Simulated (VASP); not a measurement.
Input of a VASP 6.6.1 run:

File INCAR:

```
SYSTEM = Ti
PREC     = Accurate       ! precision mode
ENCUT    = 520            ! plane-wave cutoff, eV
EDIFF    = 1E-6           ! SCF threshold, eV
ISMEAR   = 0              ! smearing method
SIGMA    = 0.1            ! smearing width, eV
LREAL    = .FALSE.        ! projectors in reciprocal space
LASPH    = .TRUE.         ! aspherical terms in the spheres
NELM     = 80             ! most SCF steps
ALGO     = Fast           ! electronic algorithm
ISIF     = 2              ! what is computed and relaxed
LWAVE    = .FALSE.        ! write WAVECAR
LCHARG   = .FALSE.        ! write CHGCAR
GGA      = PS             ! functional
NBANDS   = 25             ! bands
```

KPOINTS

```
regular mesh
0
G
  12 12 18
  0 0 0
```

The input POSCAR:

```
Ti
1.0
    4.5604429528      0.0000000000      0.0000000000
   -2.2802214764      3.9494594496      0.0000000000
    0.0000000000      0.0000000000      2.8267815850
Ti
3
Direct
    0.0000000000      0.0000000000      0.0000000000
    0.3333333333      0.6666666667      0.5000000000
    0.6666666667      0.3333333333      0.5000000000
```

Potentials or basis: VASP PAW PBE potentials, release 64 (Ti_sv).

Launch:

```sh
$ cat potpaw_PBE.64/Ti_sv/POTCAR > POTCAR
$ mpirun -np 1 vasp_std > vasp.out
```

(1) Estimate the band gap on the k mesh.

(2) What does it give for the pressure?

Answers

(1) zero (bands 18 and 19 overlap by 0.34 eV).

(2) -3.7 GPa.

Caveat: the cell differs from its parent crystal (equal strain along all axes, cell held: +1.0 %); the cell stands under tension; the PAW data sets were made with another functional, which shifts forces and pressure a little.
